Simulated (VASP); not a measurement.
# TePb (Fm-3m) in VASP: notebook

Runs on TePb. Level: PBE. Tasks: single point.

Everything below comes from runs of VASP 6.6.1. Logs are shortened: lines on timing, memory, paths and dates and some standing lists are left out, and cuts for length are marked.

## 1. The cell of the first run

The structure is cubic, space group Fm-3m (No. 225). Conventional cell: a = 6.481 Å, b = 6.481 Å, c = 6.481 Å, α = 90.00°, β = 90.00°, γ = 90.00°. Within 4.3 Å of Pb (site symmetry m-3m) lie 6 Te at 3.24 Å. Te (site symmetry m-3m) has 6 Pb at 3.24 Å within 4.3 Å.

## 2. Single point, PBE

Contents of INCAR:

```
SYSTEM = TePb
PREC = Accurate
ENCUT = 500
EDIFF = 1E-6
ISMEAR = -1
SIGMA = 0.1
LREAL = .False.
LASPH = .True.
NELM = 120
ALGO = Normal
ISIF = 2
LWAVE = .False.
LCHARG = .False.
GGA = PE
NBANDS = 17
GGA_COMPAT = .False.
```

Contents of KPOINTS:

```
Automatic mesh
0
Gamma
  6 6 6
  0 0 0
```

Contents of POSCAR:

```
TePb
1.0
    0.0000000000      3.2407309758      3.2407309758
    3.2407309758      0.0000000000      3.2407309758
    3.2407309758      3.2407309758      0.0000000000
Pb Te
1 1
Direct
    0.0000000000      0.0000000000      0.0000000000
    0.5000000000      0.5000000000      0.5000000000
```

Potentials or basis: VASP PAW PBE potentials, release 64 (Pb_d, Te).

Started as:

```console
$ cat potpaw_PBE.64/Pb_d/POTCAR potpaw_PBE.64/Te/POTCAR > POTCAR
$ mpirun -np 1 vasp_std > vasp.out
```

OUTCAR:

```text
SYSTEM = TePb
   PREC = Accurate
   ENCUT = 500
   EDIFF = 1E-6
   ISMEAR = -1
   LREAL = .False.
   LASPH = .True.
   NELM = 120
   ISIF = 2
   GGA = PE

 ion  position               nearest neighbor table
   1  0.000  0.000  0.000-   2 3.24   2 3.24   2 3.24   2 3.24   2 3.24   2 3.24
   2  0.500  0.500  0.500-   1 3.24   1 3.24   1 3.24   1 3.24   1 3.24   1 3.24

  LATTYP: Found a face centered cubic cell.
 ALAT       =     6.4814619516

  Lattice vectors:

 A1 = (   0.0000000000,   3.2407309758,   3.2407309758)
 A2 = (   3.2407309758,   0.0000000000,   3.2407309758)
 A3 = (   3.2407309758,   3.2407309758,   0.0000000000)

Analysis of symmetry for initial positions (statically):
=====================================================================
 Subroutine PRICEL returns:
 Original cell was already a primitive cell.

 Routine SETGRP: Setting up the symmetry group for a
 face centered cubic supercell.

 Subroutine GETGRP returns: Found 48 space group operations
 (whereof 48 operations were pure point group operations)
 out of a pool of 48 trial point group operations.

The static configuration has the point symmetry O_h .

Analysis of symmetry for dynamics (positions and initial velocities):
=====================================================================
 Subroutine PRICEL returns:
 Original cell was already a primitive cell.

 Routine SETGRP: Setting up the symmetry group for a
 face centered cubic supercell.

 Subroutine GETGRP returns: Found 48 space group operations
 (whereof 48 operations were pure point group operations)
 out of a pool of 48 trial point group operations.

The dynamic configuration has the point symmetry O_h .

 Subroutine INISYM returns: Found 48 space group operations
 (whereof 48 operations are pure point group operations),
 and found     1 'primitive' translations

----------------------------------------------------------------------------------------

                                     Primitive cell

  volume of cell :      68.0705

  direct lattice vectors                    reciprocal lattice vectors
     0.000000000  3.240730976  3.240730976    -0.154286179  0.154286179  0.154286179
     3.240730976  0.000000000  3.240730976     0.154286179 -0.154286179  0.154286179
     3.240730976  3.240730976  0.000000000     0.154286179  0.154286179 -0.154286179

  length of vectors
     4.583085698  4.583085698  4.583085698     0.267231501  0.267231501  0.267231501

  position of ions in fractional coordinates (direct lattice)
     0.000000000  0.000000000  0.000000000
     0.500000000  0.500000000  0.500000000

  ion indices of the primitive-cell ions
   primitive index   ion index
                 1           1
                 2           2

----------------------------------------------------------------------------------------

 KPOINTS: Automatic mesh

Automatic generation of k-mesh.
 Grid dimensions read from file:
 generate k-points for:    6    6    6

 Generating k-lattice:

  Cartesian coordinates                     Fractional coordinates (reciprocal lattice)
    -0.025714363  0.025714363  0.025714363     0.166666667  0.000000000  0.000000000
     0.025714363 -0.025714363  0.025714363     0.000000000  0.166666667  0.000000000
     0.025714363  0.025714363 -0.025714363     0.000000000  0.000000000  0.166666667

  Length of vectors
     0.044538584  0.044538584  0.044538584

  Shift w.r.t. Gamma in fractional coordinates (k-lattice)
     0.000000000  0.000000000  0.000000000

 Subroutine IBZKPT returns following result:
 ===========================================

 Found     16 irreducible k-points:

 Following reciprocal coordinates:
            Coordinates               Weight
  0.000000  0.000000  0.000000      1.000000
  0.166667  0.000000  0.000000      8.000000
  0.333333  0.000000  0.000000      8.000000
  0.500000  0.000000  0.000000      4.000000
  0.166667  0.166667  0.000000      6.000000
  0.333333  0.166667  0.000000     24.000000
[... 8 lines left out ...]
 -0.333333  0.333333  0.166667     24.000000
 -0.333333  0.500000  0.166667     12.000000
   k-points           NKPTS =     16   k-points in BZ     NKDIM =     16   number of bands    NBANDS=     17
   number of dos      NEDOS =    301   number of ions     NIONS =      2
   total plane-waves  NPLWV =  46656
   dimension x,y,z NGX =    36 NGY =   36 NGZ =   36
   dimension x,y,z NGXF=    72 NGYF=   72 NGZF=   72
   ions per type =               1   1
   NGX,Y,Z   is equivalent  to a cutoff of  13.06, 13.06, 13.06 a.u.
   NGXF,Y,Z  is equivalent  to a cutoff of  26.12, 26.12, 26.12 a.u.
 SYSTEM =  TePb
   PREC   = accura    normal or accurate (medium, high low for compatibility)
   ISTART =      0    job   : 0-new  1-cont  2-samecut
   ICHARG =      2    charge: 1-file 2-atom 10-const
   ISPIN  =      1    spin polarized calculation?
   LNONCOLLINEAR =      F non collinear calculations
   LSORBIT =      F    spin-orbit coupling
   LASPH  =      T    aspherical Exc in radial PAW
   ENCUT  =  500.0 eV  36.75 Ry    6.06 a.u.   8.36  8.36  8.36*2*pi/ulx,y,z
   NELM   =    120;   NELMIN=  2; NELMDL= -5     # of ELM steps
   EDIFF  = 0.1E-05   stopping-criterion for ELM
   LREAL  =      F    real-space projection
   EDIFFG = 0.1E-04   stopping-criterion for IOM
   NSW    =      0    number of steps for IOM
   IBRION =     -1    ionic relax: 0-MD 1-quasi-New 2-CG
   NFREE  =      0    steps in history (QN), initial steepest desc. (CG)
   ISIF   =      2    stress and relaxation
   ISYM   =      2    0-nonsym 1-usesym 2-fastsym
   POTIM  = 0.5000    time-step for ionic-motion
   TEBEG  =    0.0;   TEEND  =   0.0 temperature during run
   PSTRESS=    0.0 pullay stress
   NELECT =      20.0000    total number of electrons
   NUPDOWN=      -1.0000    fix difference up-down
   EMIN   =  10.00;   EMAX   =-10.00  energy-range for DOS
   EFERMI =   0.00;   METHOD = LEGACY
   ISMEAR =    -1;   SIGMA  =   0.10  broadening in eV -4-tet -1-fermi 0-gaus
   EFERMI_NEDOS =   21; number of points for ismear=-14 and -15
   IALGO  =     38    algorithm
   IMIX   =      4    mixing-type and parameters
     AMIX     =   0.40;   BMIX     =  1.00
     AMIX_MAG =   1.60;   BMIX_MAG =  1.00
  volume/ion in A,a.u.               =      34.04       229.68
  Fermi-wavevector in a.u.,A,eV,Ry     =   1.088341  2.056667 16.115927  1.184487
  Thomas-Fermi vector in A             =   2.224521
   LORBIT       =      0    0 simple, 1 ext, 2 COOP (PROOUT), +10 PAW based schemes
   GGA     = PE    functional components
   LHFCALC =     F    Hartree Fock is set to
   AEXX    =    0.0000 exact exchange contribution
   IVDW    =     0    specifies the selected vdW correction
   LEPSILON=     F    determine dielectric tensor
   LRPA    =     F    only Hartree local field effects (RPA)
 non-spin polarized calculation
  energy-cutoff  :      500.00
  volume of cell :       68.07
 maximum number of plane-waves:      1759
 NGX is ok and might be reduce to    36
   NGX = 17   NGY = 17   NGZ = 17

 number of electron      20.0000003 magnetization

 Free energy of the ion-electron system (eV)
  ---------------------------------------------------
  ext. energy  EPLUGINS =         0.00000000
  ---------------------------------------------------
  free energy    TOTEN  =        -7.50969018 eV

  energy without entropy =       -7.50851350  energy(sigma->0) =       -7.50910184

 E-fermi :   5.9093     XC(G=0):  -9.2604

 val. band max:        5.5067390735   @ k =   0.5000   0.0000   0.0000
 cond. band min:       6.2609570474   @ k =   0.5000   0.0000   0.0000
 fundamental gap:      0.7542179739
 Fermi energy:         5.9092596197

 k-point     1 :       0.0000    0.0000    0.0000
  band No.  band energies     occupation
      1     -11.1991      2.00000
      2     -11.1991      2.00000
      3     -11.1905      2.00000
      4     -11.1905      2.00000
      5     -11.1905      2.00000
      6      -6.4362      2.00000
[... 9 lines left out ...]
     16      11.3250      0.00000
     17      12.9049      0.00000

 k-point     2 :       0.1667    0.0000    0.0000
  band No.  band energies     occupation
      1     -11.2022      2.00000
      2     -11.2022      2.00000
      3     -11.1899      2.00000
      4     -11.1868      2.00000
      5     -11.1868      2.00000
      6      -6.2029      2.00000
[... 9 lines left out ...]
     16      11.8283      0.00000
     17      14.5004      0.00000

 k-point     3 :       0.3333    0.0000    0.0000
  band No.  band energies     occupation
      1     -11.2096      2.00000
      2     -11.2096      2.00000
      3     -11.1887      2.00000
      4     -11.1782      2.00000
      5     -11.1782      2.00000
      6      -5.5669      2.00000
[... 9 lines left out ...]
     16      13.1782      0.00000
     17      16.4713      0.00000

 k-point     4 :       0.5000    0.0000    0.0000
  band No.  band energies     occupation
      1     -11.2134      2.00000
      2     -11.2134      2.00000
      3     -11.1882      2.00000
      4     -11.1737      2.00000
      5     -11.1737      2.00000
      6      -5.0251      2.00000
[... 9 lines left out ...]
     16      14.7524      0.00000
     17      14.7524      0.00000

 k-point     5 :       0.1667    0.1667    0.0000
  band No.  band energies     occupation
      1     -11.2099      2.00000
      2     -11.1964      2.00000
      3     -11.1929      2.00000
      4     -11.1846      2.00000
      5     -11.1846      2.00000
      6      -6.1262      2.00000
[... 9 lines left out ...]
     16      12.6483      0.00000
     17      13.5348      0.00000

 k-point     6 :       0.3333    0.1667    0.0000
  band No.  band energies     occupation
      1     -11.2204      2.00000
      2     -11.1994      2.00000
      3     -11.1921      2.00000
      4     -11.1792      2.00000
      5     -11.1765      2.00000
      6      -5.6279      2.00000
[... 9 lines left out ...]
     16      13.9686      0.00000
     17      15.2006      0.00000

 k-point     7 :       0.5000    0.1667    0.0000
  band No.  band energies     occupation
      1     -11.2235      2.00000
      2     -11.2066      2.00000
      3     -11.1872      2.00000
      4     -11.1769      2.00000
      5     -11.1722      2.00000
      6      -4.9840      2.00000
[... 9 lines left out ...]
     16      14.9213      0.00000
     17      15.4144      0.00000

 k-point     8 :      -0.3333    0.1667    0.0000
  band No.  band energies     occupation
      1     -11.2163      2.00000
      2     -11.2103      2.00000
      3     -11.1856      2.00000
      4     -11.1771      2.00000
      5     -11.1765      2.00000
      6      -5.1647      2.00000
[... 9 lines left out ...]
     16      14.2985      0.00000
     17      15.7513      0.00000

 k-point     9 :      -0.1667    0.1667    0.0000
  band No.  band energies     occupation
      1     -11.2080      2.00000
      2     -11.2057      2.00000
      3     -11.1888      2.00000
      4     -11.1840      2.00000
      5     -11.1801      2.00000
      6      -5.8328      2.00000
[... 9 lines left out ...]
     16      13.6996      0.00000
     17      13.9834      0.00000

 k-point    10 :       0.3333    0.3333    0.0000
  band No.  band energies     occupation
      1     -11.2397      2.00000
      2     -11.1976      2.00000
      3     -11.1910      2.00000
      4     -11.1721      2.00000
      5     -11.1721      2.00000
      6      -5.3281      2.00000
[... 9 lines left out ...]
     16      14.6289      0.00000
     17      15.3886      0.00000

 k-point    11 :       0.5000    0.3333    0.0000
  band No.  band energies     occupation
      1     -11.2462      2.00000
      2     -11.1953      2.00000
      3     -11.1939      2.00000
      4     -11.1702      2.00000
      5     -11.1683      2.00000
      6      -4.8649      2.00000
[... 9 lines left out ...]
     16      15.5510      0.00000
     17      16.3735      0.00000

 k-point    12 :      -0.3333    0.3333    0.0000
  band No.  band energies     occupation
      1     -11.2341      2.00000
      2     -11.2027      2.00000
      3     -11.1861      2.00000
      4     -11.1764      2.00000
      5     -11.1715      2.00000
      6      -4.7388      2.00000
[... 9 lines left out ...]
     16      13.8845      0.00000
     17      15.8187      0.00000

 k-point    13 :       0.5000    0.5000    0.0000
  band No.  band energies     occupation
      1     -11.2582      2.00000
      2     -11.2000      2.00000
      3     -11.1883      2.00000
      4     -11.1655      2.00000
      5     -11.1655      2.00000
      6      -4.7861      2.00000
[... 9 lines left out ...]
     16      16.3897      0.00000
     17      16.5411      0.00000

 k-point    14 :       0.5000    0.3333    0.1667
  band No.  band energies     occupation
      1     -11.2306      2.00000
      2     -11.2008      2.00000
      3     -11.1903      2.00000
      4     -11.1757      2.00000
      5     -11.1724      2.00000
      6      -5.1088      2.00000
[... 9 lines left out ...]
     16      14.5715      0.00000
     17      15.0500      0.00000

 k-point    15 :      -0.3333    0.3333    0.1667
  band No.  band energies     occupation
      1     -11.2336      2.00000
      2     -11.2035      2.00000
      3     -11.1835      2.00000
      4     -11.1813      2.00000
      5     -11.1688      2.00000
      6      -4.7381      2.00000
[... 9 lines left out ...]
     16      15.7635      0.00000
     17      15.9398      0.00000

 k-point    16 :      -0.3333    0.5000    0.1667
  band No.  band energies     occupation
      1     -11.2459      2.00000
      2     -11.1966      2.00000
      3     -11.1918      2.00000
      4     -11.1745      2.00000
      5     -11.1655      2.00000
      6      -4.6744      2.00000
[... 9 lines left out ...]
     16      16.1891      0.00000
     17      17.0557      0.00000

------------------------ aborting loop because EDIFF is reached ----------------------------------------

  FORCE on cell =-STRESS in cart. coord.  units (eV):
  Direction    XX          YY          ZZ          XY          YZ          ZX
  --------------------------------------------------------------------------------------
  -------------------------------------------------------------------------------------
  Total        0.7007318      0.7007318      0.7007318      0.0000000      0.0000000      0.0000000
  in kB       16.4931445     16.4931445     16.4931445      0.0000000      0.0000000      0.0000000
  external PRESSURE =      16.4931445 kB  Pullay stress =       0.0000000 kB

 VOLUME and BASIS-vectors are now :
 -----------------------------------------------------------------------------
  energy-cutoff  :      500.00
  volume of cell :       68.07
      direct lattice vectors                 reciprocal lattice vectors
     0.000000000  3.240730976  3.240730976    -0.154286179  0.154286179  0.154286179
     3.240730976  0.000000000  3.240730976     0.154286179 -0.154286179  0.154286179
     3.240730976  3.240730976  0.000000000     0.154286179  0.154286179 -0.154286179

 POSITION                                       TOTAL-FORCE (eV/Angst)
 -----------------------------------------------------------------------------------
      0.00000      0.00000      0.00000         0.000000     -0.000000      0.000000
      3.24073      3.24073      3.24073        -0.000000      0.000000     -0.000000
 -----------------------------------------------------------------------------------
    total drift:                               -0.000000      0.000000      0.000000

  FREE ENERGIE OF THE ION-ELECTRON SYSTEM (eV)
  ---------------------------------------------------
  free  energy   TOTEN  =        -7.5096901809 eV

  energy  without entropy=       -7.5085134973  energy(sigma->0) =       -7.50910184
```

Wall time 29 s (1 thread of AMD EPYC 7R43 (Zen 3), shared host); peak memory 0.17 GiB.

Results:

| Item | Value |
| --- | --- |
| Free energy | -7.5097 eV |
| Pressure | 1.6 GPa |
| Band gap on the k mesh | 0.75 eV |

Caveat: spin-orbit coupling is left out, which moves the levels of the heavy elements. A k mesh can miss the band edges.

(Part 1 of 2 ends here.)
